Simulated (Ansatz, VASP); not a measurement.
## One calculation of SiC, two programs

```xyz
4
Lattice="3.0760 0.0000 0.0000 -1.5380 2.6639 0.0000 0.0000 0.0000 5.0480" Properties=species:S:1:pos:R:3 pbc="T T T"
Si    0.0000    1.7759    0.0000
Si    1.5380    0.8880    2.5240
C     0.0000    1.7759    1.9435
C     1.5380    0.8880    4.4675
```

Alike in both runs: task relaxation of cell and atoms; functional r2SCAN; k mesh 6 × 6 × 4; no spin polarisation.

|  | VASP | Ansatz |
| --- | --- | --- |
| version | VASP 6.6.1 | Ansatz 0.2.0 |
| potentials or method | VASP PAW PBE potentials, release 64 (Si, C) | plane waves, PAW |
| plane-wave cutoff (eV) | 600 | 500 |
| occupations | gaussian, width 0.01 eV | fixed |
| valence electrons in the cell | 16 | 16 |

```tsv
	VASP	Ansatz	Ansatz less VASP
relaxed volume (Å³/atom)	10.31	10.34	+0.024
relaxed cell length with the largest relative difference (Å)	5.043	5.047	+0.0041
```

VASP's potentials were made for PBE, not for r2SCAN.
